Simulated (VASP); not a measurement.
# C (P6_3/mmc) in VASP: further runs

Runs on C. Level: r2SCAN. Tasks: single point, relaxation of cell and atoms.

Program: VASP 6.6.1. These are calculated values, not measurements. Logs are shortened: lines on timing, memory, paths and dates and some standing lists are left out, and cuts for length are marked.

**1. The cell of the first run**

It takes space group P6_3/mmc (No. 194, hexagonal). Conventional cell: a = 2.503 Å, b = 2.503 Å, c = 4.169 Å, α = 90.00°, β = 90.00°, γ = 120.00°. C (site symmetry 3m) has 4 C at 1.54 to 1.56 Å within 2.0 Å.

**2. Single point, r2SCAN**

File POSCAR:

```
C
1.0
    2.5030937749      0.0000000000      0.0000000000
   -1.2515468874      2.1677427971      0.0000000000
    0.0000000000      0.0000000000      4.1687063813
C
4
Direct
    0.3333333333      0.6666666667      0.0627341946
    0.6666666667      0.3333333333      0.5627341946
    0.6666666667      0.3333333333      0.9372658054
    0.3333333333      0.6666666667      0.4372658054
```

File INCAR.step1:

```
SYSTEM = C
ALGO = Normal ; EDIFF = 1E-4
ENCUT = 520 ; GGA = PE
ISMEAR = 0 ; LASPH = .True.
LCHARG = .False. ; LREAL = .False.
LWAVE = .True. ; NBANDS = 16
NELM = 100 ; PREC = Accurate
SIGMA = 0.01
```

File INCAR.step2:

```
SYSTEM = C
ALGO = Normal ; EDIFF = 1E-6
ENCUT = 520 ; ISIF = 2
ISMEAR = 0 ; ISTART = 1
LASPH = .True. ; LCHARG = .True.
LELF = .True. ; LMIXTAU = .True.
LREAL = .False. ; LVHAR = .True.
LWAVE = .False. ; METAGGA = R2SCAN
NBANDS = 16 ; NELM = 100
PREC = Accurate ; SIGMA = 0.01
```

File KPOINTS:

```
k-points
0
Gamma
  12 12 8
  0 0 0
```

Potentials or basis: VASP PAW PBE potentials, release 64 (C).

Launch:

```bash
$ cat potpaw_PBE.64/C/POTCAR > POTCAR
$ cp INCAR.step1 INCAR
$ mpirun -np 1 vasp_std > vasp.out
$ cp INCAR.step2 INCAR
$ mpirun -np 1 vasp_std > vasp.out
```

OUTCAR:

```text
SYSTEM = C
   EDIFF = 1E-6
   ENCUT = 520
   ISIF = 2
   ISMEAR = 0
   ISTART = 1
   LASPH = .True.
   LREAL = .False.
   METAGGA = R2SCAN
   NELM = 100
   PREC = Accurate

 ion  position               nearest neighbor table
   1  0.333  0.667  0.063-   3 1.54   3 1.54   3 1.54   4 1.56
   2  0.667  0.333  0.563-   4 1.54   4 1.54   4 1.54   3 1.56
   3  0.667  0.333  0.937-   1 1.54   1 1.54   1 1.54   2 1.56
   4  0.333  0.667  0.437-   2 1.54   2 1.54   2 1.54   1 1.56

  LATTYP: Found a hexagonal cell.
 ALAT       =     2.5030937749
 C/A-ratio  =     1.6654215767

  Lattice vectors:

 A1 = (   2.5030937749,   0.0000000000,   0.0000000000)
 A2 = (  -1.2515468874,   2.1677427971,   0.0000000000)
 A3 = (   0.0000000000,   0.0000000000,   4.1687063813)

Analysis of symmetry for initial positions (statically):
=====================================================================
 Subroutine PRICEL returns:
 Original cell was already a primitive cell.

 Routine SETGRP: Setting up the symmetry group for a
 hexagonal supercell.

 Subroutine GETGRP returns: Found 24 space group operations
 (whereof 12 operations were pure point group operations)
 out of a pool of 24 trial point group operations.

The static configuration has the point symmetry D_3d.
 The point group associated with its full space group is D_6h.

Analysis of symmetry for dynamics (positions and initial velocities):
=====================================================================
 Subroutine PRICEL returns:
 Original cell was already a primitive cell.

 Routine SETGRP: Setting up the symmetry group for a
 hexagonal supercell.

 Subroutine GETGRP returns: Found 24 space group operations
 (whereof 12 operations were pure point group operations)
 out of a pool of 24 trial point group operations.

The dynamic configuration has the point symmetry D_3d.
 The point group associated with its full space group is D_6h.

 Subroutine INISYM returns: Found 24 space group operations
 (whereof 12 operations are pure point group operations),
 and found     1 'primitive' translations

----------------------------------------------------------------------------------------

                                     Primitive cell

  volume of cell :      22.6197
[... 92 lines left out ...]
   NELM   =    100;   NELMIN=  2; NELMDL=  0     # of ELM steps
   EDIFF  = 0.1E-05   stopping-criterion for ELM
   LREAL  =      F    real-space projection
   EDIFFG = 0.1E-04   stopping-criterion for IOM
   NSW    =      0    number of steps for IOM
   IBRION =     -1    ionic relax: 0-MD 1-quasi-New 2-CG
   NFREE  =      0    steps in history (QN), initial steepest desc. (CG)
   ISIF   =      2    stress and relaxation
   ISYM   =      2    0-nonsym 1-usesym 2-fastsym
   POTIM  = 0.5000    time-step for ionic-motion
   TEBEG  =    0.0;   TEEND  =   0.0 temperature during run
   PSTRESS=    0.0 pullay stress
   NELECT =      16.0000    total number of electrons
   NUPDOWN=      -1.0000    fix difference up-down
   EMIN   =  10.00;   EMAX   =-10.00  energy-range for DOS
   EFERMI =   0.00;   METHOD = LEGACY
   ISMEAR =     0;   SIGMA  =   0.01  broadening in eV -4-tet -1-fermi 0-gaus
   EFERMI_NEDOS =   21; number of points for ismear=-14 and -15
   IALGO  =     38    algorithm
   IMIX   =      4    mixing-type and parameters
     AMIX     =   0.40;   BMIX     =  1.00
     AMIX_MAG =   1.60;   BMIX_MAG =  1.00
  volume/ion in A,a.u.               =       5.65        38.16
  Fermi-wavevector in a.u.,A,eV,Ry     =   1.458656  2.756459 28.948792  2.127676
  Thomas-Fermi vector in A             =   2.575315
   LORBIT       =      0    0 simple, 1 ext, 2 COOP (PROOUT), +10 PAW based schemes
   METAGGA = R2SCAN    functional components
   LHFCALC =     F    Hartree Fock is set to
   AEXX    =    0.0000 exact exchange contribution
   IVDW    =     0    specifies the selected vdW correction
   LEPSILON=     F    determine dielectric tensor
   LRPA    =     F    only Hartree local field effects (RPA)
 non-spin polarized calculation
 Gauss-broadening in eV      SIGMA  =   0.01
  energy-cutoff  :      520.00
  volume of cell :       22.62
 maximum number of plane-waves:       622
 NGX is ok and might be reduce to    20
   NGX =  9   NGY =  9   NGZ = 15

 number of electron      16.0000000 magnetization

 Free energy of the ion-electron system (eV)
  ---------------------------------------------------
  ext. energy  EPLUGINS =         0.00000000
  ---------------------------------------------------
  free energy    TOTEN  =       -39.20465089 eV

  energy without entropy =      -39.20465089  energy(sigma->0) =      -39.20465089

 E-fermi :  10.1794     XC(G=0): -14.2671

 val. band max:       10.0629643232   @ k =   0.0000   0.0000   0.0000
 cond. band min:      13.6207092782   @ k =   0.3333   0.3333   0.0000
 fundamental gap:      3.5577449550
 Fermi energy:        10.1794325303

 k-point     1 :       0.0000    0.0000    0.0000
  band No.  band energies     occupation
      1     -12.9999      2.00000
      2      -7.2534      2.00000
      3      -4.3344      2.00000
      4       6.7842      2.00000
      5       6.7842      2.00000
      6       9.5629      2.00000
[... 433 lines left out ...]
      3      -2.0473      2.00000
      4      -0.2591      2.00000
      5       2.5288      2.00000
      6       3.9620      2.00000
[... 8 lines left out ...]
     15      25.6469      0.00000
     16      27.9401      0.00000

 [... further k-points ...]

------------------------ aborting loop because EDIFF is reached ----------------------------------------

  FORCE on cell =-STRESS in cart. coord.  units (eV):
  Direction    XX          YY          ZZ          XY          YZ          ZX
  --------------------------------------------------------------------------------------
  -------------------------------------------------------------------------------------
  Total        0.1378576      0.1378576      0.1250762      0.0000000      0.0000000      0.0000000
  in kB        9.7646166      9.7646166      8.8592939      0.0000000      0.0000000      0.0000000
  external PRESSURE =       9.4628423 kB  Pullay stress =       0.0000000 kB

 VOLUME and BASIS-vectors are now :
 -----------------------------------------------------------------------------
  energy-cutoff  :      520.00
  volume of cell :       22.62
      direct lattice vectors                 reciprocal lattice vectors
     2.503093775  0.000000000  0.000000000     0.399505608  0.230654670  0.000000000
    -1.251546887  2.167742797  0.000000000     0.000000000  0.461309340  0.000000000
     0.000000000  0.000000000  4.168706381     0.000000000  0.000000000  0.239882570

 POSITION                                       TOTAL-FORCE (eV/Angst)
 -----------------------------------------------------------------------------------
     -0.00000      1.44516      0.26152         0.000000     -0.000000      0.008656
      1.25155      0.72258      2.34587         0.000000      0.000000      0.008656
      1.25155      0.72258      3.90719        -0.000000      0.000000     -0.008656
     -0.00000      1.44516      1.82283        -0.000000     -0.000000     -0.008656
 -----------------------------------------------------------------------------------
    total drift:                                0.000000     -0.000000      0.000000

  FREE ENERGIE OF THE ION-ELECTRON SYSTEM (eV)
  ---------------------------------------------------
  free  energy   TOTEN  =       -39.2046508853 eV

  energy  without entropy=      -39.2046508853  energy(sigma->0) =      -39.20465089
```

OUTCAR.step1:

```text
SYSTEM = C
   EDIFF = 1E-4
   ENCUT = 520
   GGA = PE
   ISMEAR = 0
[... 688 lines left out ...]
     -0.00000      1.44516      0.26152         0.000000      0.000000      0.015249
      1.25155      0.72258      2.34587         0.000000     -0.000000      0.015249
      1.25155      0.72258      3.90719        -0.000000     -0.000000     -0.015249
     -0.00000      1.44516      1.82283         0.000000      0.000000     -0.015249
 -----------------------------------------------------------------------------------
    total drift:                                0.000000     -0.000000      0.000000

  FREE ENERGIE OF THE ION-ELECTRON SYSTEM (eV)
  ---------------------------------------------------
  free  energy   TOTEN  =       -36.2690195102 eV

  energy  without entropy=      -36.2690195102  energy(sigma->0) =      -36.26901951
```

OSZICAR.step1:

```text
N       E                     dE             d eps       ncg     rms          rms(c)
DAV:   1     0.206670728824E+02    0.20667E+02   -0.81993E+03  3040   0.967E+02
DAV:   2    -0.358055805184E+02   -0.56473E+02   -0.51965E+02  4312   0.188E+02
DAV:   3    -0.375644649690E+02   -0.17589E+01   -0.17529E+01  3688   0.281E+01
DAV:   4    -0.375706913555E+02   -0.62264E-02   -0.62251E-02  3848   0.210E+00
DAV:   5    -0.375707217059E+02   -0.30350E-04   -0.30350E-04  3608   0.131E-01    0.788E+00
DAV:   6    -0.365959216779E+02    0.97480E+00   -0.59657E-01  3568   0.488E+00    0.471E+00
DAV:   7    -0.362661227269E+02    0.32980E+00   -0.68753E-01  3840   0.544E+00    0.105E+00
DAV:   8    -0.362689284719E+02   -0.28057E-02   -0.14318E-02  3352   0.784E-01    0.620E-02
DAV:   9    -0.362690195102E+02   -0.91038E-04   -0.18073E-04  3896   0.102E-01
   1 F= -.36269020E+02 E0= -.36269020E+02  d E =-.404835E-16
```

It took 49 s on 1 thread of Intel Xeon 6975P-C (Granite Rapids), shared host; peak memory 0.14 GiB.

Results:

```yaml
Free_energy: -39.2047 eV
Pressure: 0.9 GPa
Largest_force: 0.009 eV/Å
Band_gap_on_the_k_mesh: 3.56 eV, indirect (least direct gap 5.19 eV)
```

Forces in eV/Å, atoms in the order of the input:
```
C    0.000  0.000  0.009
C    0.000  0.000  0.009
C    0.000  0.000 -0.009
C    0.000  0.000 -0.009
```

Stress tensor (GPa, compression positive):
```
0.98 0.00 0.00
0.00 0.98 0.00
0.00 0.00 0.89
```

Caveat: the PAW data sets were made with another functional, which shifts forces and pressure a little. r2SCAN opens gaps a little over a GGA but as a rule still falls short of measured ones.

**3. Relaxation of cell and atoms, r2SCAN**

This run uses another cell than the first one, of 5.67 Å³/atom, 1.003 times its volume.

File POSCAR:

```
C
1.0
    2.5100000000      0.0000000000      0.0000000000
   -1.2550000000      2.1737237635      0.0000000000
    0.0000000000      0.0000000000      4.1600000000
C
4
Direct
    0.3333333333      0.6666666667      0.0625000000
    0.6666666667      0.3333333333      0.5625000000
    0.6666666667      0.3333333333      0.9375000000
    0.3333333333      0.6666666667      0.4375000000
```

File INCAR.step1:

```
SYSTEM = C
PREC = Accurate
ENCUT = 600
ISMEAR = 0
SIGMA = 0.01
LREAL = .False.
LASPH = .True.
NELM = 80
GGA = PE
ALGO = Normal
EDIFF = 1E-4
LWAVE = .True.
LCHARG = .False.
```

File INCAR.step2:

```
SYSTEM = C
PREC = Accurate
ENCUT = 600
EDIFF = 1E-6
ISMEAR = 0
SIGMA = 0.01
LREAL = .False.
LASPH = .True.
NELM = 80
ALGO = Normal
ISIF = 3
LWAVE = .False.
LCHARG = .False.
METAGGA = R2SCAN
LMIXTAU = .True.
IBRION = 2
NSW = 80
EDIFFG = -0.002
ISTART = 1
```

File KPOINTS:

```
Automatic mesh
0
Gamma
  12 12 8
  0 0 0
```

Potentials or basis: VASP PAW PBE potentials, release 64 (C).

Launch:

```bash
$ cat potpaw_PBE.64/C/POTCAR > POTCAR
$ cp INCAR.step1 INCAR
$ mpirun -np 1 vasp_std > vasp.out
$ cp INCAR.step2 INCAR
$ mpirun -np 1 vasp_std > vasp.out
```

OUTCAR:

```text
SYSTEM = C
   PREC = Accurate
   ENCUT = 600
   EDIFF = 1E-6
   ISMEAR = 0
   LREAL = .False.
   LASPH = .True.
   NELM = 80
   ISIF = 3
   METAGGA = R2SCAN
   IBRION = 2
   NSW = 80
   EDIFFG = -0.002
   ISTART = 1

 ion  position               nearest neighbor table
   1  0.333  0.667  0.062-   3 1.54   3 1.54   3 1.54   4 1.56
   2  0.667  0.333  0.562-   4 1.54   4 1.54   4 1.54   3 1.56
   3  0.667  0.333  0.938-   1 1.54   1 1.54   1 1.54   2 1.56
   4  0.333  0.667  0.438-   2 1.54   2 1.54   2 1.54   1 1.56

  LATTYP: Found a hexagonal cell.
 ALAT       =     2.5100000000
 C/A-ratio  =     1.6573705179

  Lattice vectors:

 A1 = (   2.5100000000,   0.0000000000,   0.0000000000)
 A2 = (  -1.2550000000,   2.1737237635,   0.0000000000)
 A3 = (   0.0000000000,   0.0000000000,   4.1600000000)

Analysis of symmetry for initial positions (statically):
=====================================================================
 Subroutine PRICEL returns:
 Original cell was already a primitive cell.

 Routine SETGRP: Setting up the symmetry group for a
 hexagonal supercell.

 Subroutine GETGRP returns: Found 24 space group operations
 (whereof 12 operations were pure point group operations)
 out of a pool of 24 trial point group operations.
[... 322 lines left out ...]

 number of electron      16.0000000 magnetization

 Free energy of the ion-electron system (eV)
  ---------------------------------------------------
  ext. energy  EPLUGINS =         0.00000000
  ---------------------------------------------------
  free energy    TOTEN  =       -39.21849065 eV

  energy without entropy =      -39.21849065  energy(sigma->0) =      -39.21849065

 E-fermi :  10.0879     XC(G=0): -14.2628

 val. band max:       10.0464549345   @ k =   0.0000   0.0000   0.0000
 cond. band min:      13.6067703730   @ k =   0.3333   0.3333   0.0000
 fundamental gap:      3.5603154385
 Fermi energy:        10.0879056713

 k-point     1 :       0.0000    0.0000    0.0000
  band No.  band energies     occupation
      1     -13.0043      2.00000
      2      -7.2634      2.00000
      3      -4.3441      2.00000
      4       6.7690      2.00000
      5       6.7690      2.00000
      6       9.5415      2.00000
      7      10.0465      2.00000
      8      10.0465      2.00000
      9      15.2361      0.00000
     10      15.2361      0.00000
     11      15.6256      0.00000
     12      18.5025      0.00000
[... 331 lines left out ...]
 k-point    24 :       0.3333   -0.0000    0.1250
  band No.  band energies     occupation
      1     -10.0632      2.00000
      2      -5.3395      2.00000
      3      -2.0612      2.00000
      4      -0.2685      2.00000
      5       2.5152      2.00000
      6       3.9493      2.00000
      7       6.1429      2.00000
      8       7.1307      2.00000
      9      15.0274      0.00000
     10      17.6878      0.00000
     11      18.7993      0.00000
     12      18.9939      0.00000

 [... further k-points ...]

------------------------ aborting loop because EDIFF is reached ----------------------------------------

  FORCE on cell =-STRESS in cart. coord.  units (eV):
  Direction    XX          YY          ZZ          XY          YZ          ZX
  --------------------------------------------------------------------------------------
  -------------------------------------------------------------------------------------
  Total        0.0020881      0.0020881     -0.0021479      0.0000000     -0.0000000     -0.0000000
  in kB        0.1477729      0.1477729     -0.1520058      0.0000000     -0.0000000     -0.0000000
  external PRESSURE =       0.0478466 kB  Pullay stress =       0.0000000 kB
[... 19 lines left out ...]
  FREE ENERGIE OF THE ION-ELECTRON SYSTEM (eV)
  ---------------------------------------------------
  free  energy   TOTEN  =       -39.2184906504 eV

  energy  without entropy=      -39.2184906504  energy(sigma->0) =      -39.21849065

 reached required accuracy - stopping structural energy minimisation
```

OUTCAR.step1:

```text
SYSTEM = C
   PREC = Accurate
   ENCUT = 600
   ISMEAR = 0
   LREAL = .False.
   LASPH = .True.
[... 592 lines left out ...]
      1.25500      0.72457      2.34000         0.000000     -0.000000      0.074355
      1.25500      0.72457      3.90000         0.000000      0.000000     -0.074355
     -0.00000      1.44915      1.82000        -0.000000      0.000000     -0.074355
 -----------------------------------------------------------------------------------
    total drift:                               -0.000000      0.000000     -0.000000

  FREE ENERGIE OF THE ION-ELECTRON SYSTEM (eV)
  ---------------------------------------------------
  free  energy   TOTEN  =       -36.2794085058 eV

  energy  without entropy=      -36.2794085058  energy(sigma->0) =      -36.27940851
```

OSZICAR.step1:

```text
N       E                     dE             d eps       ncg     rms          rms(c)
DAV:   1     0.382489547519E+02    0.38249E+02   -0.95023E+03  2280   0.145E+03
DAV:   2    -0.350091138061E+02   -0.73258E+02   -0.67768E+02  3324   0.231E+02
DAV:   3    -0.375423523730E+02   -0.25332E+01   -0.25154E+01  2980   0.407E+01
DAV:   4    -0.375648613801E+02   -0.22509E-01   -0.22480E-01  2828   0.424E+00
DAV:   5    -0.375653068711E+02   -0.44549E-03   -0.44535E-03  2964   0.521E-01    0.780E+00
DAV:   6    -0.366025083576E+02    0.96280E+00   -0.63581E-01  2520   0.646E+00    0.466E+00
DAV:   7    -0.362766040134E+02    0.32590E+00   -0.73686E-01  2564   0.715E+00    0.104E+00
DAV:   8    -0.362793162949E+02   -0.27123E-02   -0.13405E-02  2908   0.100E+00    0.570E-02
DAV:   9    -0.362794085058E+02   -0.92211E-04   -0.18907E-04  2296   0.139E-01
   1 F= -.36279409E+02 E0= -.36279409E+02  d E =-.119755E-75
```

It took 2.6 min on 1 thread of Intel Xeon 6975P-C (Granite Rapids), shared host; peak memory 0.15 GiB.

What came out:

| Quantity | Value |
| --- | --- |
| Free energy | -39.2185 eV |
| Relaxed volume | 5.66 Å³/atom |
| Relaxed cell | a = 2.504 Å, b = 2.504 Å, c = 4.170 Å, α = 90.00°, β = 90.00°, γ = 120.00° |
| Space group after relaxing (to 0.05 Å) | P6_3/mmc (No. 194) |
| Energy gained by relaxing | 0.5 meV/atom |
| Ionic steps | 5 |
| Pressure after relaxing | 0.0 GPa |
| Band gap on the k mesh | 3.56 eV, indirect (least direct gap 5.19 eV) |

The path:
| step | energy change (eV) | largest force (eV/Å) | pressure (GPa) | volume (Å³) |
| --- | --- | --- | --- | --- |
| 1 | 0.0000 | 0.0773 | -1.09 | 22.70 |
| 2 | 0.0019 | 0.1963 | 1.29 | 22.57 |
| 3 | -0.0018 | 0.0361 | -0.12 | 22.64 |
| 4 | -0.0017 | 0.0701 | 0.26 | 22.63 |
| 5 | -0.0018 | 0.0006 | 0.00 | 22.64 |

Final structure:
```
C
1.0
     2.50382    0.00000    0.00000
    -1.25191    2.16837    0.00000
     0.00000    0.00000    4.16987
C
4
Direct
  0.33333 0.66667 0.06276
  0.66667 0.33333 0.56276
  0.66667 0.33333 0.93724
  0.33333 0.66667 0.43724
```

Caveat: the PAW data sets were made with another functional, which shifts forces and pressure a little. A k mesh can miss the band edges.
